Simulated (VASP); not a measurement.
# Bi (Fm-3m) in VASP: a series of runs, part 2 of 2

VASP 6.6.1.

### Step 3. Single point, PBE

This run uses another cell than the first one, of 31.85 Å³/atom, 1.042 times its volume.

Contents of INCAR:

```
ALGO = Normal
EDIFF = 1E-7
ENCUT = 520
GGA = PE
ISIF = 2
ISMEAR = -1
LASPH = True
LCHARG = False
LREAL = False
LWAVE = False
NBANDS = 14
NELM = 100
PREC = Accurate
SIGMA = 0.1
```

Contents of KPOINTS:

```
k-points
0
Gamma
  12 12 12
```

Contents of POSCAR:

```
Bi
1.0
    0.0000000000      2.5158775227      2.5158775227
    2.5158775227      0.0000000000      2.5158775227
    2.5158775227      2.5158775227      0.0000000000
Bi
1
Direct
    0.0000000000      0.0000000000      0.0000000000
```

Potentials or basis: VASP PAW PBE potentials, release 64 (Bi_d).

Started as:

```console
$ cat potpaw_PBE.64/Bi_d/POTCAR > POTCAR
$ mpirun -np 1 vasp_std > vasp.out
```

Run time: 17 s. Hardware: 1 thread of Intel Xeon Platinum 8488C (Sapphire Rapids), shared host; peak memory 0.16 GiB.

Results (log left out):

```
Free energy : -3.7178 eV
Pressure    : -0.3 GPa
```

Levels at points of the mesh, in eV from the Fermi level:
| k point | band 3 | band 4 | band 5 | band 6 | band 7 | band 8 | band 9 | band 10 | band 11 | band 12 |
| --- | --- | --- | --- | --- | --- | --- | --- | --- | --- | --- |
| (0.00, 0.00, 0.00) | -23.13 | -23.07 | -23.07 | -13.49 | 4.75 | 4.75 | 4.75 | 8.54 | 9.04 | 10.64 |
| (0.50, 0.00, 0.00) | -23.12 | -23.00 | -23.00 | -10.75 | -5.20 | 3.22 | 3.22 | 7.17 | 8.57 | 9.58 |
| (0.50, 0.50, 0.00) | -23.00 | -22.98 | -22.98 | -9.70 | -4.41 | 0.31 | 0.31 | 3.99 | 5.18 | 16.85 |

Caveat: spin-orbit coupling is left out, which moves the levels of the heavy elements.

### Step 4. Single point, PBE (volume scaled by 1.04)

Contents of INCAR:

```
SYSTEM = Bi
PREC = Accurate
ENCUT = 520
EDIFF = 1E-6
ISMEAR = -1
SIGMA = 0.1
LREAL = .False.
LASPH = .True.
NELM = 80
ALGO = Normal
ISIF = 2
LWAVE = .False.
LCHARG = .False.
GGA = PE
NBANDS = 14
```

Contents of KPOINTS:

```
regular mesh
0
Gamma
  12 12 12
  0 0 0
```

Contents of POSCAR:

```
Bi
1.0
    0.0000000000      2.5489849710      2.5489849710
    2.5489849710      0.0000000000      2.5489849710
    2.5489849710      2.5489849710      0.0000000000
Bi
1
Direct
    0.0000000000      0.0000000000      0.0000000000
```

Potentials or basis: VASP PAW PBE potentials, release 64 (Bi_d).

Started as:

```console
$ cat potpaw_PBE.64/Bi_d/POTCAR > POTCAR
$ mpirun -np 1 vasp_std > vasp.out
```

OUTCAR:

```text
SYSTEM = Bi
   PREC = Accurate
   ENCUT = 520
   EDIFF = 1E-6
   ISMEAR = -1
   LREAL = .False.
   LASPH = .True.
   NELM = 80
   ISIF = 2
   GGA = PE

 ion  position               nearest neighbor table
   1  0.000  0.000  0.000-

  LATTYP: Found a face centered cubic cell.
 ALAT       =     5.0979699420

  Lattice vectors:

 A1 = (   0.0000000000,   2.5489849710,   2.5489849710)
 A2 = (   2.5489849710,   0.0000000000,   2.5489849710)
 A3 = (   2.5489849710,   2.5489849710,   0.0000000000)

Analysis of symmetry for initial positions (statically):
[... 578 lines left out ...]
      9       9.7286      0.00000
     10      13.8477      0.00000
     11      16.8689      0.00000
     12      18.0267      0.00000
     13      20.5684      0.00000
     14      21.6054      0.00000

 [... further k-points ...]
[... 5 lines left out ...]
  --------------------------------------------------------------------------------------
  -------------------------------------------------------------------------------------
  Total       -0.4248563     -0.4248563     -0.4248563     -0.0000000     -0.0000000      0.0000000
  in kB      -20.5504238    -20.5504238    -20.5504238     -0.0000000     -0.0000000      0.0000000
  external PRESSURE =     -20.5504238 kB  Pullay stress =       0.0000000 kB

 VOLUME and BASIS-vectors are now :
 -----------------------------------------------------------------------------
  energy-cutoff  :      520.00
  volume of cell :       33.12
      direct lattice vectors                 reciprocal lattice vectors
     0.000000000  2.548984971  2.548984971    -0.196156512  0.196156512  0.196156512
     2.548984971  0.000000000  2.548984971     0.196156512 -0.196156512  0.196156512
     2.548984971  2.548984971  0.000000000     0.196156512  0.196156512 -0.196156512

 POSITION                                       TOTAL-FORCE (eV/Angst)
 -----------------------------------------------------------------------------------
      0.00000      0.00000      0.00000         0.000000      0.000000      0.000000
 -----------------------------------------------------------------------------------
    total drift:                               -0.000000     -0.000000     -0.000000

  FREE ENERGIE OF THE ION-ELECTRON SYSTEM (eV)
  ---------------------------------------------------
  free  energy   TOTEN  =        -3.7088680247 eV

  energy  without entropy=       -3.6842745364  energy(sigma->0) =       -3.69657128
```

OSZICAR:

```text
N       E                     dE             d eps       ncg     rms          rms(c)
DAV:   1     0.113744784631E+03    0.11374E+03   -0.75461E+03  2034   0.119E+03
DAV:   2     0.311557115355E+01   -0.11063E+03   -0.10754E+03  2160   0.338E+02
DAV:   3    -0.354533284738E+01   -0.66609E+01   -0.66354E+01  2460   0.802E+01
DAV:   4    -0.370543773244E+01   -0.16010E+00   -0.16006E+00  2584   0.134E+01
DAV:   5    -0.371255901178E+01   -0.71213E-02   -0.71211E-02  2902   0.252E+00    0.457E-01
DAV:   6    -0.370896810841E+01    0.35909E-02   -0.79441E-03  2726   0.120E+00    0.286E-01
DAV:   7    -0.370879334746E+01    0.17476E-03   -0.58545E-03  2562   0.978E-01    0.850E-02
DAV:   8    -0.370886530376E+01   -0.71956E-04   -0.58677E-04  2666   0.359E-01    0.127E-02
DAV:   9    -0.370886745858E+01   -0.21548E-05   -0.12942E-05  2818   0.482E-02    0.508E-03
DAV:  10    -0.370886802470E+01   -0.56612E-06   -0.17990E-06  2472   0.146E-02
   1 F= -.37088680E+01 E0= -.36965713E+01  d E =-.245935E-01
```

stdout:

```text
POSCAR found type information on POSCAR Bi
 POSCAR found :  1 types and       1 ions
 scaLAPACK will be used
 LDA part: xc-table for (Slater+PW92), standard interpolation
 POSCAR, INCAR and KPOINTS ok, starting setup
 FFT: planning ... GRIDC
 FFT: planning ... GRID_SOFT
 FFT: planning ... GRID
 WAVECAR not read
 entering main loop
```

Wall time 18 s (1 thread of Intel Xeon Platinum 8488C (Sapphire Rapids), shared host); peak memory 0.16 GiB.

What came out:

```yaml
Free_energy: -3.7089 eV
Pressure: -2.1 GPa
```

Levels at points of the mesh, in eV from the Fermi level:
```
           k point  band 3  band 4  band 5  band 6  band 7  band 8  band 9  band 10  band 11  band 12
(0.00, 0.00, 0.00)  -23.11  -23.05  -23.05  -13.24    4.49    4.49    4.49     8.10     9.05    10.45
(0.50, 0.00, 0.00)  -23.10  -22.99  -22.99  -10.69   -4.97    3.06    3.06     6.94     8.58     9.43
(0.50, 0.50, 0.00)  -23.00  -22.98  -22.98   -9.73   -4.22    0.31    0.31     3.96     5.15    16.69
```

Caveat: the cell differs from its parent crystal (volume scaled by 1.04); spin-orbit coupling is left out, which moves the levels of the heavy elements.

### Step 5. Single point, PBE (volume scaled by 1.08)

Contents of INCAR:

```
ALGO = Normal ; EDIFF = 1E-6
ENCUT = 520 ; GGA = PE
ISIF = 2 ; ISMEAR = -1
LASPH = True ; LCHARG = True
LELF = True ; LREAL = False
LVHAR = True ; LWAVE = False
NBANDS = 14 ; NELM = 80
PREC = Accurate ; SIGMA = 0.1
```

Contents of KPOINTS:

```
k-points
0
Gamma
  12 12 12
```

Contents of POSCAR:

```
Bi
1.0
    0.0000000000      2.5812540292      2.5812540292
    2.5812540292      0.0000000000      2.5812540292
    2.5812540292      2.5812540292      0.0000000000
Bi
1
Direct
    0.0000000000      0.0000000000      0.0000000000
```

Started as:

```console
$ cat potpaw_PBE.64/Bi_d/POTCAR > POTCAR
$ mpirun -np 1 vasp_std > vasp.out
```

It took 21 s on 1 thread of Intel Xeon Platinum 8488C (Sapphire Rapids), shared host; peak memory 0.17 GiB.

It converged, with:

- Free energy: -3.6872 eV
- Pressure: -3.5 GPa

Levels at points of the mesh, in eV from the Fermi level:
| k point | band 4 | band 5 | band 6 | band 7 | band 8 | band 9 | band 10 | band 11 |
| --- | --- | --- | --- | --- | --- | --- | --- | --- |
| (0.00, 0.00, 0.00) | -23.04 | -23.04 | -13.00 | 4.26 | 4.26 | 4.26 | 7.69 | 9.07 |
| (0.50, 0.00, 0.00) | -22.99 | -22.99 | -10.64 | -4.76 | 2.91 | 2.91 | 6.73 | 8.59 |
| (0.50, 0.50, 0.00) | -22.97 | -22.97 | -9.75 | -4.04 | 0.31 | 0.31 | 3.95 | 5.13 |

Caveat: the cell differs from its parent crystal (volume scaled by 1.08); spin-orbit coupling is left out, which moves the levels of the heavy elements.

### Step 6. Summary

| cell | gap on the mesh (eV) | pressure (GPa) |
| --- | --- | --- |
| a = 3.510 Å, angles 60.0°, 1 atom | none | 2.0 |
| a = 3.558 Å, angles 60.0°, 1 atom | none | -0.3 |
| a = 3.605 Å, angles 60.0°, 1 atom | none | -2.1 |
| a = 3.650 Å, angles 60.0°, 1 atom | none | -3.5 |

Alike in all rows: task single point; level PBE; potentials or basis VASP PAW PBE potentials, release 64 (Bi_d); no spin polarisation; k mesh 12 × 12 × 12; cutoff (eV) 520; smearing fermi-dirac 0.1 eV.

Caveats: spin-orbit coupling is left out, which moves the levels of the heavy elements.

Absolute energies hang on the potentials; compare differences alone.
